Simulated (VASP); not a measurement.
# Ru (P6_3/mmc) in VASP: notebook

The runs below take Ru through single point, with PBEsol.

All numbers are computed with VASP 6.6.1; they aren't measurements. Logs are shortened: lines on timing, memory, paths and dates and some standing lists are left out, and cuts for length are marked.

## Step 1: The cell of the first run

Symmetry: P6_3/mmc, No. 194, hexagonal system. The conventional cell has a = 2.673 Å, b = 2.673 Å, c = 4.580 Å, α = 90.00°, β = 90.00°, γ = 120.00°. Within 3.5 Å of Ru (site symmetry -6m2) lie 12 Ru at 2.67 to 2.76 Å.

## Step 2: Single point, PBEsol (volume 14.173 Å^3 an atom, c/a of the conventional cell 1.7130)

INCAR reads:

```
PREC = Accurate ; ENCUT = 520
EDIFF = 1E-6 ; ISMEAR = 0
SIGMA = 0.15 ; LREAL = False
LASPH = True ; NELM = 80
ALGO = Fast ; ISIF = 2
LWAVE = False ; LCHARG = False
GGA = PS ; NBANDS = 21
```

KPOINTS reads:

```
Automatic mesh
0
Gamma
  21 21 12
```

POSCAR reads:

```
Ru
1.0
    2.6734245348      0.0000000000      0.0000000000
   -1.3367122674      2.3152535622      0.0000000000
    0.0000000000      0.0000000000      4.5795762280
Ru
2
Direct
    0.3333333333      0.6666666667      0.2500000000
    0.6666666667      0.3333333333      0.7500000000
```

Potentials or basis: VASP PAW PBE potentials, release 64 (Ru_pv).

The run is started by

```sh
cat potpaw_PBE.64/Ru_pv/POTCAR > POTCAR
mpirun -np 1 vasp_std > vasp.out
```

OUTCAR:

```text
PREC = Accurate
   ENCUT = 520
   EDIFF = 1E-6
   ISMEAR = 0
   LREAL = False
   LASPH = True
   NELM = 80
   ISIF = 2
   GGA = PS

 ion  position               nearest neighbor table
   1  0.333  0.667  0.250-   2 2.76   2 2.76   2 2.76   2 2.76   2 2.76   2 2.76
   2  0.667  0.333  0.750-   1 2.76   1 2.76   1 2.76   1 2.76   1 2.76   1 2.76

  LATTYP: Found a hexagonal cell.
 ALAT       =     2.6734245348
 C/A-ratio  =     1.7130000000

  Lattice vectors:

 A1 = (   2.6734245348,   0.0000000000,   0.0000000000)
 A2 = (  -1.3367122674,   2.3152535622,   0.0000000000)
 A3 = (   0.0000000000,   0.0000000000,   4.5795762280)

Analysis of symmetry for initial positions (statically):
=====================================================================
 Subroutine PRICEL returns:
 Original cell was already a primitive cell.

 Routine SETGRP: Setting up the symmetry group for a
 hexagonal supercell.

 Subroutine GETGRP returns: Found 24 space group operations
 (whereof 12 operations were pure point group operations)
 out of a pool of 24 trial point group operations.

The static configuration has the point symmetry D_3d.
 The point group associated with its full space group is D_6h.

Analysis of symmetry for dynamics (positions and initial velocities):
=====================================================================
 Subroutine PRICEL returns:
 Original cell was already a primitive cell.

 Routine SETGRP: Setting up the symmetry group for a
 hexagonal supercell.

 Subroutine GETGRP returns: Found 24 space group operations
 (whereof 12 operations were pure point group operations)
 out of a pool of 24 trial point group operations.

The dynamic configuration has the point symmetry D_3d.
 The point group associated with its full space group is D_6h.

 Subroutine INISYM returns: Found 24 space group operations
 (whereof 12 operations are pure point group operations),
 and found     1 'primitive' translations

----------------------------------------------------------------------------------------

                                     Primitive cell

  volume of cell :      28.3460

  direct lattice vectors                    reciprocal lattice vectors
     2.673424535  0.000000000  0.000000000     0.374052077  0.215959067  0.000000000
    -1.336712267  2.315253562  0.000000000     0.000000000  0.431918135  0.000000000
     0.000000000  0.000000000  4.579576228     0.000000000  0.000000000  0.218360816

  length of vectors
     2.673424535  2.673424535  4.579576228     0.431918135  0.431918135  0.218360816

  position of ions in fractional coordinates (direct lattice)
     0.333333333  0.666666667  0.250000000
     0.666666667  0.333333333  0.750000000

  ion indices of the primitive-cell ions
   primitive index   ion index
                 1           1
                 2           2

----------------------------------------------------------------------------------------

 KPOINTS: Automatic mesh

Automatic generation of k-mesh.
 Grid dimensions read from file:
 generate k-points for:   21   21   12

 Generating k-lattice:

  Cartesian coordinates                     Fractional coordinates (reciprocal lattice)
     0.017812004  0.010283765  0.000000000     0.047619048  0.000000000  0.000000000
     0.000000000  0.020567530  0.000000000     0.000000000  0.047619048  0.000000000
     0.000000000  0.000000000  0.018196735     0.000000000  0.000000000  0.083333333

  Length of vectors
     0.020567530  0.020567530  0.018196735

  Shift w.r.t. Gamma in fractional coordinates (k-lattice)
     0.000000000  0.000000000  0.000000000

 Subroutine IBZKPT returns following result:
 ===========================================

 Found    336 irreducible k-points:

 Following reciprocal coordinates:
            Coordinates               Weight
  0.000000  0.000000  0.000000      1.000000
  0.047619  0.000000  0.000000      6.000000
  0.095238 -0.000000  0.000000      6.000000
  0.142857  0.000000  0.000000      6.000000
  0.190476 -0.000000  0.000000      6.000000
  0.238095 -0.000000  0.000000      6.000000
[... 16 lines left out ...]
  0.142857  0.095238  0.000000     12.000000
  0.190476  0.095238  0.000000     12.000000
 [... further k-points ...]
   k-points           NKPTS =    336   k-points in BZ     NKDIM =    336   number of bands    NBANDS=     21
   number of dos      NEDOS =    301   number of ions     NIONS =      2
   total plane-waves  NPLWV =  14400
   dimension x,y,z NGX =    20 NGY =   20 NGZ =   36
   dimension x,y,z NGXF=    40 NGYF=   40 NGZF=   72
   ions per type =               2
   NGX,Y,Z   is equivalent  to a cutoff of  12.44, 12.44, 13.07 a.u.
   NGXF,Y,Z  is equivalent  to a cutoff of  24.87, 24.87, 26.14 a.u.
 SYSTEM =  unknown system
   PREC   = accura    normal or accurate (medium, high low for compatibility)
   ISTART =      0    job   : 0-new  1-cont  2-samecut
   ICHARG =      2    charge: 1-file 2-atom 10-const
   ISPIN  =      1    spin polarized calculation?
   LNONCOLLINEAR =      F non collinear calculations
   LSORBIT =      F    spin-orbit coupling
   LASPH  =      T    aspherical Exc in radial PAW
   ENCUT  =  520.0 eV  38.22 Ry    6.18 a.u.   4.97  4.97  8.51*2*pi/ulx,y,z
   NELM   =     80;   NELMIN=  2; NELMDL= -5     # of ELM steps
   EDIFF  = 0.1E-05   stopping-criterion for ELM
   LREAL  =      F    real-space projection
   EDIFFG = 0.1E-04   stopping-criterion for IOM
   NSW    =      0    number of steps for IOM
   IBRION =     -1    ionic relax: 0-MD 1-quasi-New 2-CG
   NFREE  =      0    steps in history (QN), initial steepest desc. (CG)
   ISIF   =      2    stress and relaxation
   ISYM   =      2    0-nonsym 1-usesym 2-fastsym
   POTIM  = 0.5000    time-step for ionic-motion
   TEBEG  =    0.0;   TEEND  =   0.0 temperature during run
   PSTRESS=    0.0 pullay stress
   NELECT =      28.0000    total number of electrons
   NUPDOWN=      -1.0000    fix difference up-down
   EMIN   =  10.00;   EMAX   =-10.00  energy-range for DOS
   EFERMI =   0.00;   METHOD = LEGACY
   ISMEAR =     0;   SIGMA  =   0.15  broadening in eV -4-tet -1-fermi 0-gaus
   EFERMI_NEDOS =   21; number of points for ismear=-14 and -15
   IALGO  =     68    algorithm
   IMIX   =      4    mixing-type and parameters
     AMIX     =   0.40;   BMIX     =  1.00
     AMIX_MAG =   1.60;   BMIX_MAG =  1.00
  volume/ion in A,a.u.               =      14.17        95.64
  Fermi-wavevector in a.u.,A,eV,Ry     =   1.630410  3.081029 36.167521  2.658238
  Thomas-Fermi vector in A             =   2.722716
   LORBIT       =      0    0 simple, 1 ext, 2 COOP (PROOUT), +10 PAW based schemes
   GGA     = PS    functional components
   LHFCALC =     F    Hartree Fock is set to
   AEXX    =    0.0000 exact exchange contribution
   IVDW    =     0    specifies the selected vdW correction
   LEPSILON=     F    determine dielectric tensor
   LRPA    =     F    only Hartree local field effects (RPA)
 non-spin polarized calculation
 RMM-DIIS sequential band-by-band and
 Gauss-broadening in eV      SIGMA  =   0.15
  energy-cutoff  :      520.00
  volume of cell :       28.35
 maximum number of plane-waves:       780
 NGX is ok and might be reduce to    20
   NGX =  9   NGY =  9   NGZ = 17

 number of electron      28.0000007 magnetization

 Free energy of the ion-electron system (eV)
  ---------------------------------------------------
  ext. energy  EPLUGINS =         0.00000000
  ---------------------------------------------------
  free energy    TOTEN  =       -20.08001825 eV

  energy without entropy =      -20.06182736  energy(sigma->0) =      -20.07092281

 E-fermi :  11.9372     XC(G=0): -14.0139

 val. band max:       11.9313128889   @ k =   0.2381   0.0476   0.2500
 cond. band min:      11.9511485412   @ k =   0.1905   0.0952   0.2500
 fundamental gap:      0.0198356524
 Fermi energy:        11.9371832639

 k-point     1 :       0.0000    0.0000    0.0000
  band No.  band energies     occupation
      1     -31.4063      2.00000
      2     -30.5960      2.00000
      3     -30.5960      2.00000
      4     -30.5835      2.00000
      5     -30.5002      2.00000
      6     -30.5002      2.00000
[... 13 lines left out ...]
     20      22.2845      0.00000
     21      22.2899      0.00000

 k-point     2 :       0.0476    0.0000    0.0000
  band No.  band energies     occupation
      1     -31.3996      2.00000
      2     -30.6149      2.00000
      3     -30.6015      2.00000
      4     -30.5851      2.00000
      5     -30.5195      2.00000
      6     -30.5035      2.00000
[... 13 lines left out ...]
     20      22.2845      0.00000
     21      22.2898      0.00000

 k-point     3 :       0.0952   -0.0000    0.0000
  band No.  band energies     occupation
      1     -31.3800      2.00000
      2     -30.6696      2.00000
      3     -30.6174      2.00000
      4     -30.5898      2.00000
      5     -30.5752      2.00000
      6     -30.5134      2.00000
[... 13 lines left out ...]
     20      22.2845      0.00000
     21      22.2895      0.00000

 k-point     4 :       0.1429    0.0000    0.0000
  band No.  band energies     occupation
      1     -31.3485      2.00000
      2     -30.7553      2.00000
      3     -30.6616      2.00000
      4     -30.6419      2.00000
      5     -30.5981      2.00000
      6     -30.5290      2.00000
[... 13 lines left out ...]
     20      22.2844      0.00000
     21      22.2893      0.00000

 k-point     5 :       0.1905   -0.0000    0.0000
  band No.  band energies     occupation
      1     -31.3067      2.00000
      2     -30.8641      2.00000
      3     -30.7696      2.00000
      4     -30.6724      2.00000
      5     -30.6103      2.00000
      6     -30.5494      2.00000
[... 13 lines left out ...]
     20      22.2844      0.00000
     21      22.2888      0.00000
[... 382 lines left out ...]
     20      22.7140      0.00000
     21      25.1851      0.00000

 k-point    22 :       0.0952    0.0952    0.0000
  band No.  band energies     occupation
      1     -31.3302      2.00000
      2     -30.7897      2.00000
      3     -30.7320      2.00000
      4     -30.6367      2.00000
      5     -30.6033      2.00000
      6     -30.5487      2.00000
[... 13 lines left out ...]
     20      22.2844      0.00000
     21      22.2890      0.00000

 k-point    23 :       0.1429    0.0952    0.0000
  band No.  band energies     occupation
      1     -31.2894      2.00000
      2     -30.8837      2.00000
      3     -30.8294      2.00000
      4     -30.6731      2.00000
      5     -30.6158      2.00000
      6     -30.5761      2.00000
[... 13 lines left out ...]
     20      22.2842      0.00000
     21      22.2886      0.00000

 k-point    24 :       0.1905    0.0952    0.0000
  band No.  band energies     occupation
      1     -31.2406      2.00000
      2     -30.9940      2.00000
      3     -30.9320      2.00000
      4     -30.7158      2.00000
      5     -30.6326      2.00000
      6     -30.6052      2.00000
[... 13 lines left out ...]
     20      22.2841      0.00000
     21      22.2881      0.00000

 [... further k-points ...]

------------------------ aborting loop because EDIFF is reached ----------------------------------------

  FORCE on cell =-STRESS in cart. coord.  units (eV):
  Direction    XX          YY          ZZ          XY          YZ          ZX
  --------------------------------------------------------------------------------------
  -------------------------------------------------------------------------------------
  Total       -1.0637213     -1.0637213     -6.9891303      0.0000000     -0.0000000      0.0000000
  in kB      -60.1238321    -60.1238321   -395.0407854      0.0000000     -0.0000000      0.0000000
  external PRESSURE =    -171.7628165 kB  Pullay stress =       0.0000000 kB

 VOLUME and BASIS-vectors are now :
 -----------------------------------------------------------------------------
  energy-cutoff  :      520.00
  volume of cell :       28.35
      direct lattice vectors                 reciprocal lattice vectors
     2.673424535  0.000000000  0.000000000     0.374052077  0.215959067  0.000000000
    -1.336712267  2.315253562  0.000000000     0.000000000  0.431918135  0.000000000
     0.000000000  0.000000000  4.579576228     0.000000000  0.000000000  0.218360816

 POSITION                                       TOTAL-FORCE (eV/Angst)
 -----------------------------------------------------------------------------------
     -0.00000      1.54350      1.14489         0.000000     -0.000000      0.000000
      1.33671      0.77175      3.43468        -0.000000      0.000000      0.000000
 -----------------------------------------------------------------------------------
    total drift:                                0.000000     -0.000000      0.000000

  FREE ENERGIE OF THE ION-ELECTRON SYSTEM (eV)
  ---------------------------------------------------
  free  energy   TOTEN  =       -20.0800182498 eV

  energy  without entropy=      -20.0618273640  energy(sigma->0) =      -20.07092281
```

Run time: 2 min. Hardware: 1 thread of Intel Xeon Platinum 8259CL at 2.50GHz (Skylake/Cascade Lake), shared host; peak memory 0.27 GiB.

Results:

* Free energy: -20.0800 eV
* Pressure: -17.2 GPa
* Band gap on the k mesh: zero (band 14 reaches 13.42 eV, above the bottom of band 15 at 10.67 eV)

Levels at points of the mesh, in eV from the Fermi level:
```
           k point  band 10  band 11  band 12  band 13  band 14  band 15  band 16  band 17  band 18  band 19
(0.00, 0.00, 0.00)    -2.39    -2.39    -1.91    -1.91    -0.74    -0.74     0.37     1.14     1.14     8.64
(0.00, 0.00, 0.50)    -3.00    -2.40    -2.40    -2.40    -2.40     0.52     0.52     0.52     0.52    10.35
```

Caveat: the PAW data sets were made with another functional, which shifts forces and pressure a little.

## Step 3: Single point, PBEsol (volume 14.173 Å^3 an atom, c/a of the conventional cell 1.5558)

INCAR reads:

```
SYSTEM = Ru
PREC = Accurate
ENCUT = 520
EDIFF = 1E-6
ISMEAR = 0
SIGMA = 0.15
LREAL = .FALSE.
LASPH = .TRUE.
NELM = 80
ALGO = Fast
ISIF = 2
LWAVE = .FALSE.
LCHARG = .FALSE.
GGA = PS
NBANDS = 21
```

KPOINTS reads:

```
Automatic mesh
0
G
  21 21 12
  0 0 0
```

POSCAR reads:

```
Ru
1.0
    2.7605935015      0.0000000000      0.0000000000
   -1.3802967507      2.3907441019      0.0000000000
    0.0000000000      0.0000000000      4.2949313697
Ru
2
Direct
    0.3333333333      0.6666666667      0.2500000000
    0.6666666667      0.3333333333      0.7500000000
```

Potentials or basis: VASP PAW PBE potentials, release 64 (Ru_pv).

The run is started by

```sh
cat potpaw_PBE.64/Ru_pv/POTCAR > POTCAR
mpirun -np 1 vasp_std > vasp.out
```

OUTCAR:

```text
SYSTEM = Ru
   PREC = Accurate
   ENCUT = 520
   EDIFF = 1E-6
   ISMEAR = 0
   LREAL = .FALSE.
   LASPH = .TRUE.
   NELM = 80
   ISIF = 2
   GGA = PS

 ion  position               nearest neighbor table
   1  0.333  0.667  0.250-   2 2.67   2 2.67   2 2.67   2 2.67   2 2.67   2 2.67
   2  0.667  0.333  0.750-   1 2.67   1 2.67   1 2.67   1 2.67   1 2.67   1 2.67

  LATTYP: Found a hexagonal cell.
 ALAT       =     2.7605935015
 C/A-ratio  =     1.5558000000

  Lattice vectors:

 A1 = (   2.7605935015,   0.0000000000,   0.0000000000)
 A2 = (  -1.3802967507,   2.3907441019,   0.0000000000)
 A3 = (   0.0000000000,   0.0000000000,   4.2949313697)

Analysis of symmetry for initial positions (statically):
=====================================================================
 Subroutine PRICEL returns:
 Original cell was already a primitive cell.

 Routine SETGRP: Setting up the symmetry group for a
 hexagonal supercell.

 Subroutine GETGRP returns: Found 24 space group operations
 (whereof 12 operations were pure point group operations)
 out of a pool of 24 trial point group operations.

The static configuration has the point symmetry D_3d.
 The point group associated with its full space group is D_6h.
[... 161 lines left out ...]

  energy without entropy =      -20.22302421  energy(sigma->0) =      -20.23331939

 E-fermi :  11.9399     XC(G=0): -14.0152

 val. band max:       11.9378488977   @ k =   0.2857   0.0952   0.0000
 cond. band min:      11.9460362529   @ k =   0.3810   0.0952   0.3333
 fundamental gap:      0.0081873552
 Fermi energy:        11.9399057781

 k-point     1 :       0.0000    0.0000    0.0000
  band No.  band energies     occupation
      1     -31.5395      2.00000
      2     -30.7221      2.00000
      3     -30.7221      2.00000
      4     -30.5586      2.00000
      5     -30.5586      2.00000
      6     -30.5053      2.00000
[... 565 lines left out ...]
     20      22.2606      0.00000
     21      22.2761      0.00000

 [... further k-points ...]

------------------------ aborting loop because EDIFF is reached ----------------------------------------

  FORCE on cell =-STRESS in cart. coord.  units (eV):
  Direction    XX          YY          ZZ          XY          YZ          ZX
  --------------------------------------------------------------------------------------
  -------------------------------------------------------------------------------------
  Total       -3.5105923     -3.5105923     -2.7296795     -0.0000000      0.0000000     -0.0000000
  in kB     -198.4262828   -198.4262828   -154.2873970     -0.0000000      0.0000000     -0.0000000
  external PRESSURE =    -183.7133208 kB  Pullay stress =       0.0000000 kB

 VOLUME and BASIS-vectors are now :
 -----------------------------------------------------------------------------
  energy-cutoff  :      520.00
  volume of cell :       28.35
      direct lattice vectors                 reciprocal lattice vectors
     2.760593501  0.000000000  0.000000000     0.362240945  0.209139907  0.000000000
    -1.380296751  2.390744102  0.000000000     0.000000000  0.418279815  0.000000000
     0.000000000  0.000000000  4.294931370     0.000000000  0.000000000  0.232832591

 POSITION                                       TOTAL-FORCE (eV/Angst)
 -----------------------------------------------------------------------------------
     -0.00000      1.59383      1.07373         0.000000      0.000000      0.000000
      1.38030      0.79691      3.22120        -0.000000      0.000000      0.000000
 -----------------------------------------------------------------------------------
    total drift:                               -0.000000      0.000000     -0.000000

  FREE ENERGIE OF THE ION-ELECTRON SYSTEM (eV)
  ---------------------------------------------------
  free  energy   TOTEN  =       -20.2436145625 eV

  energy  without entropy=      -20.2230242082  energy(sigma->0) =      -20.23331939
```

stdout:

```text
POSCAR found type information on POSCAR Ru
 POSCAR found :  1 types and       2 ions
 scaLAPACK will be used
 -----------------------------------------------------------------------------
|                                                                             |
|                                                                             |
|     You enforced a specific xc type in the INCAR file but a different       |
|     I HOPE YOU KNOW WHAT YOU ARE DOING!                                     |
|                                                                             |
 -----------------------------------------------------------------------------

 LDA part: xc-table for (Slater+PW92), standard interpolation
 POSCAR, INCAR and KPOINTS ok, starting setup
 FFT: planning ... GRIDC
 FFT: planning ... GRID_SOFT
 FFT: planning ... GRID
 WAVECAR not read
 entering main loop
```

It took 2 min on 1 thread of Intel Xeon Platinum 8259CL at 2.50GHz (Skylake/Cascade Lake), shared host; peak memory 0.27 GiB.

Results:

- Free energy: -20.2436 eV
- Pressure: -18.4 GPa
- Band gap on the k mesh: zero (band 14 reaches 13.33 eV, above the bottom of band 15 at 10.33 eV)

Stress tensor (GPa, compression positive):
```
-19.84   0.00   0.00
  0.00 -19.84   0.00
  0.00   0.00 -15.43
```

Caveat: the PAW data sets were made with another functional, which shifts forces and pressure a little.

(Continued in part 2 of 2.)
